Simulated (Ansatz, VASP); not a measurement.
Two plane-wave programs on InB2As3

```xyz
6
Lattice="4.8599 0.0000 0.0000 -2.4300 4.2088 0.0000 0.0000 0.0000 4.8924" Properties=species:S:1:pos:R:3 pbc="T T T"
In    0.0000    0.0000    2.4462
B     0.0000    2.8059    2.4462
B     2.4300    1.4029    2.4462
As    0.0000    2.8059    0.0000
As    2.4300    1.4029    0.0000
As    0.0000    0.0000    0.0000
```

Alike in both runs: functional PBE; k mesh 6 × 6 × 4; occupations gaussian, width 0.1 eV; no spin polarisation.

Ansatz relaxed the structure, and its values are those at the end. VASP's run is a single point on that final structure, the one shown.

|  | VASP | Ansatz |
| --- | --- | --- |
| version | VASP 6.6.1 | Ansatz 0.2.0 |
| potentials or method | VASP PAW PBE potentials, release 64 (In_d, B, As), cutoff 520 eV | scalar-relativistic, plane waves, PAW |
| valence electrons in the cell | 34 | 64 |

Ansatz gave:

| Quantity | Value |
| --- | --- |
| gap on the k mesh at the Fermi level (eV) | none |
| pressure (GPa) | 0.0 |

Question: What did VASP give for the same quantities?

Answer: gap on the k mesh at the Fermi level (eV): none; pressure (GPa): 0.1.

A gap of «none» marks a metal or a gap that the smearing closes. The functional is the same, so the differences come from potentials, cutoffs and numerics. VASP's potentials hold 34 valence electrons a cell and Ansatz's 64, so a difference there can come from the potentials and not from the codes.
